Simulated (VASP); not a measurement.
PtSe2 (Sudovikovite), 3 atoms in the cell. The structure is trigonal, space group P-3m1 (No. 164). The conventional cell has a = 3.699 Å, b = 3.699 Å, c = 5.028 Å, α = 90.00°, β = 90.00°, γ = 120.00°. Within 3.3 Å of Pt (site symmetry -3m) lie 6 Se at 2.48 Å. Within 3.3 Å of Se (site symmetry 3m) lie 3 Pt at 2.48 Å and 6 Se at 3.30 Å.  This cell differs from its parent crystal: volume scaled by 0.98.

- Program: VASP 6.6.1
- Task: single point
- Functional: PBEsol
- Potentials or basis: VASP PAW PBE potentials, release 64 (Pt, Se)
- Cutoff: 520 eV
- k mesh: 8 × 8 × 5
- Occupations: fermi-dirac, width 0.05 eV
- Spin: no spin polarisation
- Dipole correction: no
- Further INCAR settings: ALGO = Normal; EDIFF = 1e-07; NBANDS = 18

Potentials or basis: VASP PAW PBE potentials, release 64 (Pt, Se).

Command:

```console
$ cat potpaw_PBE.64/Pt/POTCAR potpaw_PBE.64/Se/POTCAR > POTCAR
$ mpirun -np 1 vasp_std > vasp.out
```

Hardware: 1 thread of Intel(R) Xeon(R) Platinum 8259CL CPU @ 2.50GHz (Skylake/Cascade Lake) (shared host).

Q: Estimate the wall time of this run.

A: It took 38 s on 1 thread of Intel(R) Xeon(R) Platinum 8259CL CPU @ 2.50GHz (Skylake/Cascade Lake) (shared host), peak memory 0.2 GiB. Counts: scf iterations 14, k points 40.
